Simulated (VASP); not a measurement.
Runs of VASP 6.6.1 on TiSi2. The structure is that of space group Fddd (No. 70), or close to it. The cells are those of the table. 

```tsv
cell	gap on the mesh (eV)	pressure (GPa)	largest force (eV/Å)
a = 6.008, b = 5.014, c = 4.706 Å, angles 76.3, 54.2, 49.5°, 6 atoms	none	(b)	0.08
a = 6.070, b = 5.121, c = 4.634 Å, angles 76.8, 55.2, 48.0°, 6 atoms	none	-0.3	(a)
a = 6.351, b = 5.553, c = 4.383 Å, angles 78.5, 59.0, 42.5°, 6 atoms	none	8.8	0.07
a = 6.205, b = 5.336, c = 4.501 Å, angles 77.7, 57.2, 45.1°, 6 atoms	none	3.2	(c)
```

Alike in all rows: task single point; level PBE; potentials or basis VASP PAW PBE potentials, release 64 (Ti_sv, Si); no spin polarisation; k mesh 14 × 14 × 14; cutoff (eV) 520; smearing gaussian 0.15 eV.

Question: Estimate the missing entries.

Answer: (a) 0.16; (b) -0.7; (c) 0.24.

A gap of «none» marks levels without a gap at the run's occupations.
